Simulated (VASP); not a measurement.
# Al3NiIr (Pm-3m) in VASP: further runs

Al3NiIr is run at these levels: PBE; tasks: relaxation of cell and atoms.

Everything below comes from runs of VASP 6.6.1. Logs are shortened: lines on timing, memory, paths and dates and some standing lists are left out, and cuts for length are marked.

### Step 1. The cell of the first run

It takes space group Pm-3m (No. 221, cubic). The conventional cell has a = 3.901 Å, b = 3.901 Å, c = 3.901 Å, α = 90.00°, β = 90.00°, γ = 90.00°. Within 2.6 Å of Al (site symmetry 4/mmm) lie 2 Ni at 1.95 Å. Within 2.6 Å of Ni (site symmetry m-3m) lie 6 Al at 1.95 Å. Within 3.6 Å of Ir (site symmetry m-3m) lie 12 Al at 2.76 Å and 8 Ni at 3.38 Å.

The cell was generated, and may not be a known phase.

### Step 2. Relaxation of cell and atoms, PBE, collinear spin, ferromagnetic start

Contents of INCAR:

```
SYSTEM = Al3NiIr
  ALGO = Normal
  EDIFF = 1E-6
  EDIFFG = -0.04
  ENCUT = 600
  GGA = PE
  IBRION = 2
  ISIF = 3
  ISMEAR = 0
  ISPIN = 2
  LASPH = .True.
  LCHARG = .False.
  LMAXMIX = 4
  LORBIT = 11
  LREAL = .False.
  LWAVE = .False.
  MAGMOM = 0 0 0 2 0
  NELM = 150
  NSW = 90
  PREC = Accurate
  SIGMA = 0.1
```

Contents of KPOINTS:

```
k-points
0
Gamma
  4 4 4
  0 0 0
```

Contents of POSCAR:

```
Al3NiIr
1.0
    3.9005858100      0.0000000000      0.0000000000
    0.0000000000      3.9005858100      0.0000000000
    0.0000000000      0.0000000000      3.9005858100
Al Ni Ir
3 1 1
Direct
    0.5000000000      0.5000000000      0.0000000000
    0.5000000000      0.0000000000      0.5000000000
    0.0000000000      0.5000000000      0.5000000000
    0.5000000000      0.5000000000      0.5000000000
    0.0000000000      0.0000000000      0.0000000000
```

Potentials or basis: VASP PAW PBE potentials, release 64 (Al, Ni, Ir).

The run is started by

```console
$ cat potpaw_PBE.64/Al/POTCAR potpaw_PBE.64/Ni/POTCAR potpaw_PBE.64/Ir/POTCAR > POTCAR
$ mpirun -np 1 vasp_std > vasp.out
```

OUTCAR:

```text
SYSTEM = Al3NiIr
   EDIFF = 1E-6
   EDIFFG = -0.04
   ENCUT = 600
   GGA = PE
   IBRION = 2
   ISIF = 3
   ISMEAR = 0
   ISPIN = 2
   LASPH = .True.
   LORBIT = 11
   LREAL = .False.
   NELM = 150
   NSW = 90
   PREC = Accurate

 ion  position               nearest neighbor table
   1  0.500  0.500  0.000-   4 1.95   4 1.95   2 2.76   5 2.76   2 2.76   3 2.76   3 2.76   2 2.76
                             5 2.76   2 2.76   3 2.76   5 2.76   3 2.76   5 2.76
   2  0.500  0.000  0.500-   4 1.95   4 1.95   1 2.76   5 2.76   1 2.76   5 2.76   1 2.76   3 2.76
                             3 2.76   1 2.76   3 2.76   5 2.76   5 2.76   3 2.76
   3  0.000  0.500  0.500-   4 1.95   4 1.95   1 2.76   5 2.76   1 2.76   5 2.76   2 2.76   5 2.76
                             5 2.76   1 2.76   2 2.76   2 2.76   1 2.76   2 2.76
   4  0.500  0.500  0.500-   1 1.95   2 1.95   3 1.95   1 1.95   2 1.95   3 1.95
   5  0.000  0.000  0.000-   1 2.76   2 2.76   3 2.76   2 2.76   3 2.76   1 2.76   3 2.76   3 2.76
                             1 2.76   2 2.76   2 2.76   1 2.76

  LATTYP: Found a simple cubic cell.
 ALAT       =     3.9005858100

  Lattice vectors:

 A1 = (   3.9005858100,   0.0000000000,   0.0000000000)
 A2 = (   0.0000000000,   3.9005858100,   0.0000000000)
 A3 = (   0.0000000000,   0.0000000000,   3.9005858100)

Analysis of symmetry for initial positions (statically):
=====================================================================
 Subroutine PRICEL returns:
 Original cell was already a primitive cell.

 Routine SETGRP: Setting up the symmetry group for a
 simple cubic supercell.

 Subroutine GETGRP returns: Found 48 space group operations
 (whereof 48 operations were pure point group operations)
 out of a pool of 48 trial point group operations.

The static configuration has the point symmetry O_h .

Analysis of symmetry for dynamics (positions and initial velocities):
=====================================================================
 Subroutine PRICEL returns:
 Original cell was already a primitive cell.

 Routine SETGRP: Setting up the symmetry group for a
 simple cubic supercell.

 Subroutine GETGRP returns: Found 48 space group operations
 (whereof 48 operations were pure point group operations)
 out of a pool of 48 trial point group operations.

The dynamic configuration has the point symmetry O_h .

Analysis of structural, dynamic, and magnetic symmetry:
=====================================================================
 Subroutine PRICEL returns:
 Original cell was already a primitive cell.

 Routine SETGRP: Setting up the symmetry group for a
 simple cubic supercell.

 Subroutine GETGRP returns: Found 48 space group operations
 (whereof 48 operations were pure point group operations)
 out of a pool of 48 trial point group operations.

The overall configuration has the point symmetry O_h .

 Subroutine INISYM returns: Found 48 space group operations
 (whereof 48 operations are pure point group operations),
 and found     1 'primitive' translations

----------------------------------------------------------------------------------------

                                     Primitive cell

  volume of cell :      59.3457

  direct lattice vectors                    reciprocal lattice vectors
     3.900585810  0.000000000  0.000000000     0.256371747  0.000000000  0.000000000
     0.000000000  3.900585810  0.000000000     0.000000000  0.256371747  0.000000000
     0.000000000  0.000000000  3.900585810     0.000000000  0.000000000  0.256371747

  length of vectors
     3.900585810  3.900585810  3.900585810     0.256371747  0.256371747  0.256371747

  position of ions in fractional coordinates (direct lattice)
     0.500000000  0.500000000  0.000000000
     0.500000000  0.000000000  0.500000000
     0.000000000  0.500000000  0.500000000
     0.500000000  0.500000000  0.500000000
     0.000000000  0.000000000  0.000000000

  ion indices of the primitive-cell ions
   primitive index   ion index
                 1           1
                 2           2
                 3           3
                 4           4
                 5           5

----------------------------------------------------------------------------------------

 KPOINTS: k-points

Automatic generation of k-mesh.
 Grid dimensions read from file:
 generate k-points for:    4    4    4

 Generating k-lattice:

  Cartesian coordinates                     Fractional coordinates (reciprocal lattice)
     0.064092937  0.000000000  0.000000000     0.250000000  0.000000000  0.000000000
     0.000000000  0.064092937  0.000000000     0.000000000  0.250000000  0.000000000
     0.000000000  0.000000000  0.064092937     0.000000000  0.000000000  0.250000000

  Length of vectors
     0.064092937  0.064092937  0.064092937

  Shift w.r.t. Gamma in fractional coordinates (k-lattice)
     0.000000000  0.000000000  0.000000000

 Subroutine IBZKPT returns following result:
 ===========================================

 Found     10 irreducible k-points:

 Following reciprocal coordinates:
            Coordinates               Weight
  0.000000  0.000000  0.000000      1.000000
  0.250000  0.000000  0.000000      6.000000
  0.500000  0.000000  0.000000      3.000000
  0.250000  0.250000  0.000000     12.000000
  0.500000  0.250000  0.000000     12.000000
  0.500000  0.500000  0.000000      3.000000
  0.250000  0.250000  0.250000      8.000000
  0.500000  0.250000  0.250000     12.000000
  0.500000  0.500000  0.250000      6.000000
  0.500000  0.500000  0.500000      1.000000
   k-points           NKPTS =     10   k-points in BZ     NKDIM =     10   number of bands    NBANDS=     19
   number of dos      NEDOS =    301   number of ions     NIONS =      5
   total plane-waves  NPLWV =  32768
   dimension x,y,z NGX =    32 NGY =   32 NGZ =   32
   dimension x,y,z NGXF=    64 NGYF=   64 NGZF=   64
   ions per type =               3   1   1
   NGX,Y,Z   is equivalent  to a cutoff of  13.64, 13.64, 13.64 a.u.
   NGXF,Y,Z  is equivalent  to a cutoff of  27.28, 27.28, 27.28 a.u.
 SYSTEM =  Al3NiIr
   PREC   = accura    normal or accurate (medium, high low for compatibility)
   ISTART =      0    job   : 0-new  1-cont  2-samecut
   ICHARG =      2    charge: 1-file 2-atom 10-const
   ISPIN  =      2    spin polarized calculation?
   LNONCOLLINEAR =      F non collinear calculations
   LSORBIT =      F    spin-orbit coupling
   LASPH  =      T    aspherical Exc in radial PAW
   ENCUT  =  600.0 eV  44.10 Ry    6.64 a.u.   7.79  7.79  7.79*2*pi/ulx,y,z
   NELM   =    150;   NELMIN=  2; NELMDL= -5     # of ELM steps
   EDIFF  = 0.1E-05   stopping-criterion for ELM
   LREAL  =      F    real-space projection
   EDIFFG = -.4E-01   stopping-criterion for IOM
   NSW    =     90    number of steps for IOM
   IBRION =      2    ionic relax: 0-MD 1-quasi-New 2-CG
   NFREE  =      1    steps in history (QN), initial steepest desc. (CG)
   ISIF   =      3    stress and relaxation
   ISYM   =      2    0-nonsym 1-usesym 2-fastsym
   POTIM  = 0.5000    time-step for ionic-motion
   TEBEG  =    0.0;   TEEND  =   0.0 temperature during run
   PSTRESS=    0.0 pullay stress
   NELECT =      28.0000    total number of electrons
   NUPDOWN=      -1.0000    fix difference up-down
   EMIN   =  10.00;   EMAX   =-10.00  energy-range for DOS
   EFERMI =   0.00;   METHOD = LEGACY
   ISMEAR =     0;   SIGMA  =   0.10  broadening in eV -4-tet -1-fermi 0-gaus
   EFERMI_NEDOS =   21; number of points for ismear=-14 and -15
   IALGO  =     38    algorithm
   IMIX   =      4    mixing-type and parameters
     AMIX     =   0.40;   BMIX     =  1.00
     AMIX_MAG =   1.60;   BMIX_MAG =  1.00
  volume/ion in A,a.u.               =      11.87        80.10
  Fermi-wavevector in a.u.,A,eV,Ry     =   1.274474  2.408407 22.099728  1.624284
  Thomas-Fermi vector in A             =   2.407240
   LORBIT       =     11    0 simple, 1 ext, 2 COOP (PROOUT), +10 PAW based schemes
   GGA     = PE    functional components
   LHFCALC =     F    Hartree Fock is set to
   AEXX    =    0.0000 exact exchange contribution
   IVDW    =     0    specifies the selected vdW correction
   LEPSILON=     F    determine dielectric tensor
   LRPA    =     F    only Hartree local field effects (RPA)
 conjugate gradient relaxation of ions
 spin polarized calculation
 Gauss-broadening in eV      SIGMA  =   0.10
  energy-cutoff  :      600.00
  volume of cell :       59.35
 maximum number of plane-waves:      2000
 NGX is ok and might be reduce to    32
   NGX = 15   NGY = 15   NGZ = 15

--------------------------------------- Ionic step        1  -------------------------------------------

 number of electron      28.0000000 magnetization       0.0005749

 number of electron      28.0000000 magnetization      -0.0001308

 Free energy of the ion-electron system (eV)
  ---------------------------------------------------
  ext. energy  EPLUGINS =         0.00000000
  ---------------------------------------------------
  free energy    TOTEN  =       -21.40031311 eV

  energy without entropy =      -21.39617906  energy(sigma->0) =      -21.39824608

 E-fermi :  11.6276     XC(G=0): -12.3311

 val. band max:       11.0501599876   @ k =   0.2500   0.2500   0.0000
 cond. band min:      11.7178537875   @ k =   0.2500   0.2500   0.2500
 fundamental gap:      0.6676938000
 Fermi energy:        11.6276384368

 spin component 1

 k-point     1 :       0.0000    0.0000    0.0000
  band No.  band energies     occupation
      1      -1.0295      1.00000
      2       4.9283      1.00000
      3       4.9283      1.00000
      4       6.3963      1.00000
      5       6.3963      1.00000
      6       6.3963      1.00000
[... 1045 lines left out ...]
--------------------------------------- Ionic step        5  -------------------------------------------

 number of electron      27.9999998 magnetization       0.0000000

 number of electron      27.9999998 magnetization      -0.0000000

 Free energy of the ion-electron system (eV)
  ---------------------------------------------------
  ext. energy  EPLUGINS =         0.00000000
  ---------------------------------------------------
  free energy    TOTEN  =       -24.76678280 eV

  energy without entropy =      -24.76057766  energy(sigma->0) =      -24.76368023

 E-fermi :   7.3613     XC(G=0): -10.9100

 val. band max:        7.2045064278   @ k =   0.2500   0.2500   0.0000
 cond. band min:       7.4551872856   @ k =   0.5000   0.5000   0.2500
 fundamental gap:      0.2506808578
 Fermi energy:         7.3612526324

 spin component 1

 k-point     1 :       0.0000    0.0000    0.0000
  band No.  band energies     occupation
      1      -2.7140      1.00000
      2       2.5250      1.00000
      3       2.5250      1.00000
      4       4.0697      1.00000
      5       4.0697      1.00000
      6       4.0697      1.00000
[... 464 lines left out ...]
  FREE ENERGIE OF THE ION-ELECTRON SYSTEM (eV)
  ---------------------------------------------------
  free  energy   TOTEN  =       -24.7667828037 eV

  energy  without entropy=      -24.7605776565  energy(sigma->0) =      -24.76368023

 reached required accuracy - stopping structural energy minimisation

 total charge

# of ion       s       p       d       tot
------------------------------------------
    1        0.416   0.355   0.000   0.771
    2        0.416   0.355   0.000   0.771
    3        0.416   0.355   0.000   0.771
    4        0.702   0.713   8.646  10.062
    5        0.606   0.232   7.064   7.902
--------------------------------------------------
tot          2.556   2.009  15.710  20.275

 magnetization (x)

# of ion       s       p       d       tot
------------------------------------------
    1        0.000  -0.000   0.000   0.000
    2        0.000  -0.000   0.000   0.000
    3        0.000  -0.000   0.000   0.000
    4       -0.000  -0.000   0.000   0.000
    5        0.000  -0.000  -0.000  -0.000
--------------------------------------------------
tot          0.000  -0.000  -0.000  -0.000
```

It took 5.2 min on 1 thread of Intel Xeon 8259CL, shared host; peak memory 0.23 GiB.

Results:

```yaml
Free_energy: -24.7668 eV
Relaxed_volume: 16.10 Å³/atom
Relaxed_cell: a = 4.318 Å, b = 4.318 Å, c = 4.318 Å, α = 90.00°, β = 90.00°, γ = 90.00°
Space_group_after_relaxing_to_0.1_Å: Pm-3m (No. 221)
Energy_gained_by_relaxing: 673.3 meV/atom
Ionic_steps: 5
Pressure_after_relaxing: 0.2 GPa
Band_gap_on_the_k_mesh: zero (filled and empty bands overlap)
Net_moment: 0.00 μB per cell
Valence_electrons_inside_the_program's_atomic_spheres: Al 0.77; Ni 10.06; Ir 7.90
```

The path:
```
step  energy change (eV)  largest force (eV/Å)  pressure (GPa)  volume (Å³)
   1              0.0000                0.0000           66.32        59.35
   2             -1.0685                0.0000          -16.96       112.34
   3             -3.3616                0.0000           -1.51        81.75
   4             -3.3661                0.0000           -0.43        81.00
   5             -3.3665                0.0000            0.20        80.52
```

Final structure:
```yaml
crystal:
  lattice:
    - [4.31821, 0.00000, 0.00000]
    - [0.00000, 4.31821, 0.00000]
    - [0.00000, 0.00000, 4.31821]
  atoms:
    - { symbol: Al, position: [0.50000, 0.50000, 0.00000] }
    - { symbol: Al, position: [0.50000, 0.00000, 0.50000] }
    - { symbol: Al, position: [0.00000, 0.50000, 0.50000] }
    - { symbol: Ni, position: [0.50000, 0.50000, 0.50000] }
    - { symbol: Ir, position: [0.00000, 0.00000, 0.00000] }
```

Caveat: the k points lie up to 0.36 Å⁻¹ apart in the final cell, too coarse for converged energies and pressures of a metal; the volume moved by over 15 % at a fixed basis, so the end points are rough; the moments typed at the start vanished in this run; spin-orbit coupling is left out, which moves the levels of the heavy elements.

### Step 3. Relaxation of cell and atoms, PBE

This run uses another cell than the first one, of 16.13 Å³/atom.

Contents of INCAR:

```
SYSTEM = Al3NiIr
  ALGO = Fast
  EDIFF = 1E-6
  EDIFFG = -0.01
  ENCUT = 600
  GGA = PE
  IBRION = 2
  ISIF = 3
  ISMEAR = 0
  LASPH = .TRUE.
  LCHARG = .FALSE.
  LREAL = .FALSE.
  LWAVE = .FALSE.
  NELM = 100
  NSW = 100
  PREC = Accurate
  SIGMA = 0.1
```

Contents of KPOINTS:

```
k-points
0
G
  10 10 10
  0 0 0
```

Changes to POSCAR since step 2:

```diff
@@ -2,5 +2,5 @@
 1.0
-    3.9005858100      0.0000000000      0.0000000000
-    0.0000000000      3.9005858100      0.0000000000
-    0.0000000000      0.0000000000      3.9005858100
+    4.3206291794      0.0000000000      0.0000000000
+    0.0000000000      4.3206291794      0.0000000000
+    0.0000000000      0.0000000000      4.3206291794
 Al Ni Ir
```

Potentials or basis: VASP PAW PBE potentials, release 64 (Al, Ni, Ir).

The run is started by

```console
$ cat potpaw_PBE.64/Al/POTCAR potpaw_PBE.64/Ni/POTCAR potpaw_PBE.64/Ir/POTCAR > POTCAR
$ mpirun -np 1 vasp_std > vasp.out
```

It took 4.5 min on 1 thread of Intel Xeon 8259CL, shared host; peak memory 0.31 GiB.

Results (log left out):

```yaml
Free_energy: -24.7569 eV
Relaxed_volume: 16.18 Å³/atom
Relaxed_cell: a = 4.325 Å, b = 4.325 Å, c = 4.325 Å, α = 90.00°, β = 90.00°, γ = 90.00°
Space_group_after_relaxing_to_0.1_Å: Pm-3m (No. 221)
Energy_gained_by_relaxing: 0.1 meV/atom
Ionic_steps: 3
Pressure_after_relaxing: 0.0 GPa
Band_gap_on_the_k_mesh: zero (bands 14 and 15 overlap by 1.61 eV)
```

Step by step:
| step | energy change (eV) | largest force (eV/Å) | pressure (GPa) | volume (Å³) |
| --- | --- | --- | --- | --- |
| 1 | 0.0000 | 0.0000 | 0.35 | 80.66 |
| 2 | -0.0002 | 0.0000 | -0.15 | 81.07 |
| 3 | -0.0003 | 0.0000 | -0.02 | 80.92 |

Final structure:
```cif
data_structure
_symmetry_space_group_name_H-M 'P 1'
_symmetry_Int_Tables_number 1
_cell_length_a 4.3253
_cell_length_b 4.3253
_cell_length_c 4.3253
_cell_angle_alpha 90.000
_cell_angle_beta 90.000
_cell_angle_gamma 90.000
_cell_volume 80.92
loop_
_atom_site_label
_atom_site_type_symbol
_atom_site_fract_x
_atom_site_fract_y
_atom_site_fract_z
_atom_site_occupancy
Al1 Al 0.50000 0.50000 0.00000 1
Al2 Al 0.50000 0.00000 0.50000 1
Al3 Al 0.00000 0.50000 0.50000 1
Ni1 Ni 0.50000 0.50000 0.50000 1
Ir1 Ir 0.00000 0.00000 0.00000 1
```

Levels at points of the mesh, in eV from the Fermi level:
| k point | band 11 | band 12 | band 13 | band 14 | band 15 | band 16 | band 17 | band 18 |
| --- | --- | --- | --- | --- | --- | --- | --- | --- |
| (0.00, 0.00, 0.00) | -2.30 | -1.38 | -1.38 | -1.38 | -0.76 | 2.76 | 2.76 | 4.80 |
| (0.50, 0.00, 0.00) | -1.49 | -1.18 | 0.80 | 0.80 | 1.33 | 1.60 | 1.85 | 1.87 |
| (0.50, 0.50, 0.00) | -1.56 | -1.14 | -1.06 | -1.02 | -0.20 | 2.70 | 2.70 | 4.10 |
| (0.50, 0.50, 0.50) | -1.01 | -1.01 | -0.80 | -0.80 | -0.80 | 0.17 | 0.17 | 0.17 |

Caveat: spin-orbit coupling is left out, which moves the levels of the heavy elements. Spin polarisation is off, so any magnetic state and its effect on volume and gap are missing.

The gap in the log of VASP goes by the Fermi energy; the results here count the filled bands.